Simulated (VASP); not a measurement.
A run of VASP 6.6.1 is set up as follows.

Contents of INCAR:

```
  PREC = Accurate
  ENCUT = 520
  EDIFF = 1E-6
  ISMEAR = 1
  SIGMA = 0.1
  LREAL = False
  LASPH = True
  NELM = 100
  ALGO = Normal
  ISIF = 2
  LWAVE = False
  LCHARG = True
  GGA = PE
  LELF = True
  LVHAR = True
  NBANDS = 18
```

The input KPOINTS:

```
regular mesh
0
Gamma
  9 9 9
```

File POSCAR:

```
Cu
1.0
    1.2184636900     -3.9763780104      0.0000000000
    1.2184636900      3.9763780104      0.0000000000
    0.0000000000      0.0000000000      2.4754955235
Cu
2
Direct
    0.8661333500      0.1338666500      0.7500000000
    0.1338666500      0.8661333500      0.2500000000
```

Potentials or basis: VASP PAW PBE potentials, release 64 (Cu).

Run with:

```console
$ cat potpaw_PBE.64/Cu/POTCAR > POTCAR
$ mpirun -np 1 vasp_std > vasp.out
```

(1) Predict the band gap on the k mesh.

(2) Estimate the largest force.

Answers

(1) zero (bands 11 and 12 overlap by 5.16 eV).

(2) 0.052 eV/Å.
